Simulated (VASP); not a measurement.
Here is a VASP 6.6.1 calculation.

File INCAR:

```
ALGO = Normal
EDIFF = 1E-8
ENCUT = 520
ISIF = 2
ISMEAR = 0
LASPH = T
LCALCEPS = T
LCHARG = F
LMIXTAU = T
LREAL = F
LWAVE = F
METAGGA = R2SCAN
NELM = 60
PREC = Accurate
SIGMA = 0.01
```

The input KPOINTS:

```
k-points
0
Gamma
  8 8 8
```

The input POSCAR:

```
GaN
1.0
    0.0000000000      2.1814839649      2.1814839649
    2.1814839649      0.0000000000      2.1814839649
    2.1814839649      2.1814839649      0.0000000000
Ga N
1 1
Direct
    0.0000000000      0.0000000000      0.0000000000
    0.2500000000      0.2500000000      0.2500000000
```

Potentials or basis: VASP PAW PBE potentials, release 64 (Ga_d, N).

Command:

```sh
$ cat potpaw_PBE.64/Ga_d/POTCAR potpaw_PBE.64/N/POTCAR > POTCAR
$ mpirun -np 1 vasp_std > vasp.out
```

Q: Predict the electronic dielectric tensor (diagonal).

A: 5.06.

Q: What does it give for the Born charges (mean of the diagonal)?

A: Ga +2.62; N -2.62 e.

Q: Estimate the band gap on the k mesh.

A: 2.77 eV.

Born effective charge tensors (e):
atom 1, Ga
```
2.62 0.00 0.00
0.00 2.62 0.00
0.00 0.00 2.62
```
atom 2, N
```
-2.62  0.00  0.00
 0.00 -2.62  0.00
 0.00  0.00 -2.62
```

Caveat: the cell differs from its parent crystal (strain -3.0%).
